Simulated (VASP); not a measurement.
CsRe2:

```
CELL_PARAMETERS angstrom
0.00000 3.11560 3.11560
3.11560 0.00000 3.11560
3.11560 3.11560 0.00000
ATOMIC_POSITIONS crystal
Cs 0.00000 0.00000 0.00000
Re 0.25000 0.25000 0.25000
Re 0.75000 0.75000 0.75000
```

```yaml
Program: VASP 6.6.1
Task: relaxation of cell and atoms
Functional: PBE
Potentials_or_basis: VASP PAW PBE potentials, release 64 (Cs_sv, Re_sv_GW)
Cutoff: 560 eV
k_mesh: 14 × 14 × 14
Occupations: gaussian, width 0.1 eV
Spin: no spin polarisation
```

At the start: pressure 4.4 GPa; volume 20.16 Å³/atom.

Task: How do energy, volume and symmetry change on relaxing?

Result: Over 3 steps the energy falls by 9.4 meV/atom and the volume is 20.87 Å³/atom (+3.5 %); space group Fm-3m (No. 225, to 0.1 Å) before and after.

The path:
```
step  energy change (eV)  largest force (eV/Å)  pressure (GPa)  volume (Å³)
   1              0.0000                0.0000            4.44        60.49
   2              0.0167                0.0000           -4.65        65.51
   3             -0.0281                0.0000           -0.04        62.62
```

Final structure:
```
CELL_PARAMETERS angstrom
0.00000 3.15174 3.15174
3.15174 0.00000 3.15174
3.15174 3.15174 0.00000
ATOMIC_POSITIONS crystal
Cs 0.00000 0.00000 0.00000
Re 0.25000 0.25000 0.25000
Re 0.75000 0.75000 0.75000
```
